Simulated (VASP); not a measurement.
# Cr (Im-3m) in VASP: a series of runs

Cr is run at these levels: RPBE; tasks: single point.

Program: VASP 6.6.1. These are calculated values, not measurements. Logs are shortened: lines on timing, memory, paths and dates and some standing lists are left out, and cuts for length are marked.

### Step 1. The cell of the first run

Symmetry: Im-3m, No. 229, cubic system. The conventional cell has a = 2.979 Å, b = 2.979 Å, c = 2.979 Å, α = 90.00°, β = 90.00°, γ = 90.00°. Within 3.4 Å of Cr (site symmetry m-3m) lie 14 Cr at 2.58 to 2.98 Å.

### Step 2. Single point, RPBE (volume scaled by 1.12)

Contents of INCAR:

```
  PREC = Accurate
  ENCUT = 520
  EDIFF = 1E-6
  ISMEAR = -1
  SIGMA = 0.1
  LREAL = False
  LASPH = True
  NELM = 100
  ALGO = Normal
  ISIF = 2
  LWAVE = False
  LCHARG = True
  GGA = RP
  LELF = True
  LVHAR = True
  NBANDS = 12
```

Contents of KPOINTS:

```
regular mesh
0
Gamma
  25 25 25
```

Contents of POSCAR:

```
Cr
1.0
   -1.4893663933      1.4893663933      1.4893663933
    1.4893663933     -1.4893663933      1.4893663933
    1.4893663933      1.4893663933     -1.4893663933
Cr
1
Direct
    0.0000000000      0.0000000000      0.0000000000
```

Potentials or basis: VASP PAW PBE potentials, release 64 (Cr_pv).

On the command line:

```console
cat potpaw_PBE.64/Cr_pv/POTCAR > POTCAR
mpirun -np 1 vasp_std > vasp.out
```

OUTCAR:

```text
PREC = Accurate
   ENCUT = 520
   EDIFF = 1E-6
   ISMEAR = -1
   LREAL = False
   LASPH = True
   NELM = 100
   ISIF = 2
   GGA = RP

 ion  position               nearest neighbor table
   1  0.000  0.000  0.000-

  LATTYP: Found a body centered cubic cell.
 ALAT       =     2.9787327866

  Lattice vectors:

 A1 = (  -1.4893663933,   1.4893663933,   1.4893663933)
 A2 = (   1.4893663933,  -1.4893663933,   1.4893663933)
 A3 = (   1.4893663933,   1.4893663933,  -1.4893663933)

Analysis of symmetry for initial positions (statically):
=====================================================================
 Subroutine PRICEL returns:
 Original cell was already a primitive cell.

 Routine SETGRP: Setting up the symmetry group for a
 body centered cubic supercell.

 Subroutine GETGRP returns: Found 48 space group operations
[... 9 lines left out ...]

 Routine SETGRP: Setting up the symmetry group for a
 body centered cubic supercell.

 Subroutine GETGRP returns: Found 48 space group operations
[... 11 lines left out ...]
                                     Primitive cell

  volume of cell :      13.2149

  direct lattice vectors                    reciprocal lattice vectors
    -1.489366393  1.489366393  1.489366393     0.000000000  0.335713228  0.335713228
     1.489366393 -1.489366393  1.489366393     0.335713228  0.000000000  0.335713228
     1.489366393  1.489366393 -1.489366393     0.335713228  0.335713228  0.000000000

  length of vectors
     2.579658264  2.579658264  2.579658264     0.474770201  0.474770201  0.474770201

  position of ions in fractional coordinates (direct lattice)
     0.000000000  0.000000000  0.000000000

  ion indices of the primitive-cell ions
   primitive index   ion index
                 1           1

----------------------------------------------------------------------------------------

 KPOINTS: regular mesh

Automatic generation of k-mesh.
 Grid dimensions read from file:
 generate k-points for:   25   25   25

 Generating k-lattice:

  Cartesian coordinates                     Fractional coordinates (reciprocal lattice)
     0.000000000  0.013428529  0.013428529     0.040000000  0.000000000  0.000000000
     0.013428529  0.000000000  0.013428529     0.000000000  0.040000000  0.000000000
     0.013428529  0.013428529  0.000000000     0.000000000  0.000000000  0.040000000

  Length of vectors
     0.018990808  0.018990808  0.018990808

  Shift w.r.t. Gamma in fractional coordinates (k-lattice)
     0.000000000  0.000000000  0.000000000

 Subroutine IBZKPT returns following result:
 ===========================================

 Found    455 irreducible k-points:

 Following reciprocal coordinates:
            Coordinates               Weight
  0.000000  0.000000  0.000000      1.000000
  0.040000  0.000000  0.000000     12.000000
  0.080000  0.000000  0.000000     12.000000
  0.120000  0.000000  0.000000     12.000000
  0.160000  0.000000  0.000000     12.000000
  0.200000  0.000000  0.000000     12.000000
[... 16 lines left out ...]
  0.400000  0.040000  0.000000     48.000000
  0.440000  0.040000  0.000000     48.000000
 [... further k-points ...]
   k-points           NKPTS =    455   k-points in BZ     NKDIM =    455   number of bands    NBANDS=     12
   number of dos      NEDOS =    301   number of ions     NIONS =      1
   total plane-waves  NPLWV =   8000
   dimension x,y,z NGX =    20 NGY =   20 NGZ =   20
   dimension x,y,z NGXF=    40 NGYF=   40 NGZF=   40
   ions per type =               1
   NGX,Y,Z   is equivalent  to a cutoff of  12.89, 12.89, 12.89 a.u.
   NGXF,Y,Z  is equivalent  to a cutoff of  25.78, 25.78, 25.78 a.u.
 SYSTEM =  unknown system
   PREC   = accura    normal or accurate (medium, high low for compatibility)
   ISTART =      0    job   : 0-new  1-cont  2-samecut
   ICHARG =      2    charge: 1-file 2-atom 10-const
   ISPIN  =      1    spin polarized calculation?
   LNONCOLLINEAR =      F non collinear calculations
   LSORBIT =      F    spin-orbit coupling
   LASPH  =      T    aspherical Exc in radial PAW
   ENCUT  =  520.0 eV  38.22 Ry    6.18 a.u.   4.80  4.80  4.80*2*pi/ulx,y,z
   NELM   =    100;   NELMIN=  2; NELMDL= -5     # of ELM steps
   EDIFF  = 0.1E-05   stopping-criterion for ELM
   LREAL  =      F    real-space projection
   EDIFFG = 0.1E-04   stopping-criterion for IOM
   NSW    =      0    number of steps for IOM
   IBRION =     -1    ionic relax: 0-MD 1-quasi-New 2-CG
   NFREE  =      0    steps in history (QN), initial steepest desc. (CG)
   ISIF   =      2    stress and relaxation
   ISYM   =      2    0-nonsym 1-usesym 2-fastsym
   POTIM  = 0.5000    time-step for ionic-motion
   TEBEG  =    0.0;   TEEND  =   0.0 temperature during run
   PSTRESS=    0.0 pullay stress
   NELECT =      12.0000    total number of electrons
   NUPDOWN=      -1.0000    fix difference up-down
   EMIN   =  10.00;   EMAX   =-10.00  energy-range for DOS
   EFERMI =   0.00;   METHOD = LEGACY
   ISMEAR =    -1;   SIGMA  =   0.10  broadening in eV -4-tet -1-fermi 0-gaus
   EFERMI_NEDOS =   21; number of points for ismear=-14 and -15
   IALGO  =     38    algorithm
   IMIX   =      4    mixing-type and parameters
     AMIX     =   0.40;   BMIX     =  1.00
     AMIX_MAG =   1.60;   BMIX_MAG =  1.00
  volume/ion in A,a.u.               =      13.21        89.18
  Fermi-wavevector in a.u.,A,eV,Ry     =   1.585308  2.995798 34.194189  2.513202
  Thomas-Fermi vector in A             =   2.684793
   LORBIT       =      0    0 simple, 1 ext, 2 COOP (PROOUT), +10 PAW based schemes
   GGA     = RP    functional components
   LHFCALC =     F    Hartree Fock is set to
   AEXX    =    0.0000 exact exchange contribution
   IVDW    =     0    specifies the selected vdW correction
   LEPSILON=     F    determine dielectric tensor
   LRPA    =     F    only Hartree local field effects (RPA)
 non-spin polarized calculation
  energy-cutoff  :      520.00
  volume of cell :       13.21
 maximum number of plane-waves:       370
   NGX =  9   NGY =  9   NGZ =  9

 number of electron      12.0000003 magnetization

 Free energy of the ion-electron system (eV)
  ---------------------------------------------------
  ext. energy  EPLUGINS =         0.00000000
  ---------------------------------------------------
  free energy    TOTEN  =        -8.89146098 eV

  energy without entropy =       -8.86276083  energy(sigma->0) =       -8.87711090

 E-fermi :   9.2632     XC(G=0): -12.7918

 val. band max:        9.2603723696   @ k =  -0.1200   0.2000   0.0400
 cond. band min:       9.2651976038   @ k =  -0.2400   0.2800   0.1200
 fundamental gap:      0.0048252342
 Fermi energy:         9.2631926388

 k-point     1 :       0.0000    0.0000    0.0000
  band No.  band energies     occupation
      1     -33.6808      2.00000
      2     -33.6808      2.00000
      3     -33.6808      2.00000
      4       1.9252      2.00000
      5       8.5210      1.99880
      6       8.5210      1.99880
      7       8.5210      1.99880
      8      10.2609      0.00009
      9      10.2609      0.00009
     10      16.3833      0.00000
     11      30.4963      0.00000
     12      30.4963      0.00000

 k-point     2 :       0.0400    0.0000    0.0000
  band No.  band energies     occupation
      1     -33.6904      2.00000
      2     -33.6838      2.00000
      3     -33.6808      2.00000
      4       1.9879      2.00000
      5       8.4987      1.99904
      6       8.5178      1.99884
      7       8.5605      1.99823
      8      10.2358      0.00012
      9      10.2624      0.00009
     10      16.3833      0.00000
     11      30.2850      0.00000
     12      30.4669      0.00000

 k-point     3 :       0.0800    0.0000    0.0000
  band No.  band energies     occupation
      1     -33.7184      2.00000
      2     -33.6927      2.00000
      3     -33.6809      2.00000
      4       2.1738      2.00000
      5       8.4336      1.99950
      6       8.5050      1.99898
      7       8.6778      1.99428
      8      10.1686      0.00023
      9      10.2674      0.00009
     10      16.3831      0.00000
     11      29.6880      0.00000
     12      30.3472      0.00000

 k-point     4 :       0.1200    0.0000    0.0000
  band No.  band energies     occupation
      1     -33.7629      2.00000
      2     -33.7069      2.00000
      3     -33.6810      2.00000
      4       2.4763      2.00000
      5       8.3312      1.99982
      6       8.4735      1.99926
      7       8.8687      1.96202
      8      10.0822      0.00055
      9      10.2767      0.00008
     10      16.3830      0.00000
     11      28.7766      0.00000
     12      30.0669      0.00000

 k-point     5 :       0.1600    0.0000    0.0000
  band No.  band energies     occupation
      1     -33.8210      2.00000
      2     -33.7255      2.00000
      3     -33.6812      2.00000
      4       2.8826      2.00000
      5       8.1997      1.99995
      6       8.4146      1.99959
      7       9.1263      1.59446
      8      10.0069      0.00118
      9      10.2915      0.00007
     10      16.3827      0.00000
     11      27.6187      0.00000
     12      29.5838      0.00000

 k-point     6 :       0.2000    0.0000    0.0000
  band No.  band energies     occupation
      1     -33.8886      2.00000
      2     -33.7472      2.00000
      3     -33.6814      2.00000
      4       3.3724      2.00000
      5       8.0489      1.99999
      6       8.3319      1.99982
      7       9.4404      0.29058
      8       9.9679      0.00174
      9      10.3127      0.00006
     10      16.3823      0.00000
     11      26.2832      0.00000
     12      28.9395      0.00000

 k-point     7 :       0.2400    0.0000    0.0000
  band No.  band energies     occupation
      1     -33.9615      2.00000
      2     -33.7707      2.00000
      3     -33.6817      2.00000
      4       3.9122      2.00000
      5       7.8895      2.00000
      6       8.2547      1.99992
      7       9.7973      0.00954
      8       9.9736      0.00164
      9      10.3404      0.00004
     10      16.3817      0.00000
     11      24.8415      0.00000
     12      28.2218      0.00000

 k-point     8 :       0.2800    0.0000    0.0000
  band No.  band energies     occupation
      1     -34.0348      2.00000
      2     -33.7945      2.00000
      3     -33.6819      2.00000
      4       4.4494      2.00000
      5       7.7317      2.00000
      6       8.2415      1.99993
      7      10.0160      0.00108
      8      10.1794      0.00021
      9      10.3740      0.00003
     10      16.3809      0.00000
     11      23.3601      0.00000
     12      27.5089      0.00000
[... 166 lines left out ...]
 k-point    20 :       0.2800    0.0400    0.0000
  band No.  band energies     occupation
      1     -34.0712      2.00000
      2     -33.8068      2.00000
      3     -33.6858      2.00000
      4       4.7337      2.00000
      5       7.6585      2.00000
      6       8.2347      1.99993
      7      10.0219      0.00101
      8      10.4069      0.00002
      9      10.4398      0.00002
     10      16.3802      0.00000
     11      22.6435      0.00000
     12      27.0018      0.00000

 k-point    21 :       0.3200    0.0400    0.0000
  band No.  band energies     occupation
      1     -34.1355      2.00000
      2     -33.8289      2.00000
      3     -33.6860      2.00000
      4       5.1276      2.00000
      5       7.5217      2.00000
      6       8.4396      1.99947
      7      10.0950      0.00049
      8      10.4563      0.00001
      9      10.8178      0.00000
     10      16.3784      0.00000
     11      21.2137      0.00000
     12      26.4138      0.00000

 k-point    22 :       0.3600    0.0400    0.0000
  band No.  band energies     occupation
      1     -34.1900      2.00000
      2     -33.8476      2.00000
      3     -33.6863      2.00000
      4       5.3641      2.00000
      5       7.4079      2.00000
      6       8.8245      1.97544
      7      10.1661      0.00024
      8      10.5027      0.00001
      9      11.1734      0.00000
     10      16.3753      0.00000
     11      19.8976      0.00000
     12      25.9285      0.00000

 k-point    23 :       0.4000    0.0400    0.0000
  band No.  band energies     occupation
      1     -34.2312      2.00000
      2     -33.8619      2.00000
      3     -33.6865      2.00000
      4       5.4710      2.00000
      5       7.3226      2.00000
      6       9.2946      0.84419
      7      10.2162      0.00015
      8      10.5613      0.00000
      9      11.4708      0.00000
     10      16.3697      0.00000
     11      18.7848      0.00000
     12      25.5673      0.00000

 k-point    24 :       0.4400    0.0400    0.0000
  band No.  band energies     occupation
      1     -34.2570      2.00000
      2     -33.8709      2.00000
      3     -33.6866      2.00000
      4       5.5071      2.00000
      5       7.2698      2.00000
      6       9.6836      0.02942
      7      10.2301      0.00013
      8      10.6321      0.00000
      9      11.6786      0.00000
     10      16.3608      0.00000
     11      18.0077      0.00000
     12      25.3447      0.00000

 [... further k-points ...]
[... 5 lines left out ...]
  --------------------------------------------------------------------------------------
  -------------------------------------------------------------------------------------
  Total       -1.7961656     -1.7961656     -1.7961656      0.0000000     -0.0000000     -0.0000000
  in kB     -217.7671184   -217.7671184   -217.7671184      0.0000000     -0.0000000     -0.0000000
  external PRESSURE =    -217.7671184 kB  Pullay stress =       0.0000000 kB

 VOLUME and BASIS-vectors are now :
 -----------------------------------------------------------------------------
  energy-cutoff  :      520.00
  volume of cell :       13.21
      direct lattice vectors                 reciprocal lattice vectors
    -1.489366393  1.489366393  1.489366393     0.000000000  0.335713228  0.335713228
     1.489366393 -1.489366393  1.489366393     0.335713228  0.000000000  0.335713228
     1.489366393  1.489366393 -1.489366393     0.335713228  0.335713228  0.000000000

 POSITION                                       TOTAL-FORCE (eV/Angst)
 -----------------------------------------------------------------------------------
      0.00000      0.00000      0.00000        -0.000000      0.000000     -0.000000
 -----------------------------------------------------------------------------------
    total drift:                                0.000000     -0.000000      0.000000

  FREE ENERGIE OF THE ION-ELECTRON SYSTEM (eV)
  ---------------------------------------------------
  free  energy   TOTEN  =        -8.8914609785 eV

  energy  without entropy=       -8.8627608290  energy(sigma->0) =       -8.87711090
```

It took 37 s on 1 thread of Intel Xeon 6975P-C (Granite Rapids), shared host; peak memory 0.18 GiB.

Results:

* Free energy: -8.8915 eV
* Pressure: -21.8 GPa
* Band gap on the k mesh: zero (band 6 reaches 11.25 eV, above the bottom of band 7 at 8.52 eV)

Caveat: the PAW data sets were made with another functional, which shifts forces and pressure a little; the run has no spin polarisation, though such a crystal can be magnetic.

[end of part 1 of 2]
